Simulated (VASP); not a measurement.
# CuI: single point with PBE

CuI:

```xyz
2
Lattice="0.0000 3.0399 3.0399 3.0399 0.0000 3.0399 3.0399 3.0399 0.0000" Properties=species:S:1:pos:R:3 pbc="T T T"
Cu    4.5598    4.5598    4.5598
I     0.0000    0.0000    0.0000
```

```
Program                : VASP 6.6.1
Task                   : single point
Functional             : PBE
Potentials or basis    : VASP PAW PBE potentials, release 64 (Cu, I)
Cutoff                 : 600 eV
k mesh                 : 6 × 6 × 6
Occupations            : gaussian, width 0.05 eV
Spin                   : no spin polarisation
Dipole correction      : no
Further INCAR settings : ALGO = Normal; EDIFF = 1e-06; NBANDS = 16
```

```yaml
Pressure: 0.0 GPa
Band_gap_on_the_k_mesh: 1.12 eV
```

Levels at points of the mesh, in eV from the valence-band top:
```
           k point  band 7  band 8  band 9  band 10  band 11  band 12
(0.00, 0.00, 0.00)    0.00    0.00    0.00     1.12     4.88     4.88
(0.50, 0.00, 0.00)   -1.75   -0.69   -0.69     2.15     5.41     5.41
(0.50, 0.50, 0.00)   -1.73   -1.47   -1.47     2.73     2.91     9.13
```

Wall time 25 s on 1 thread of AMD EPYC 7R43 64-Core Processor (Zen 3), on a shared host, peak memory 0.17 GiB.

Caveat: spin-orbit coupling is left out, which moves the levels of the heavy elements. PBE gaps usually lie below the measured ones, often by a third to a half.
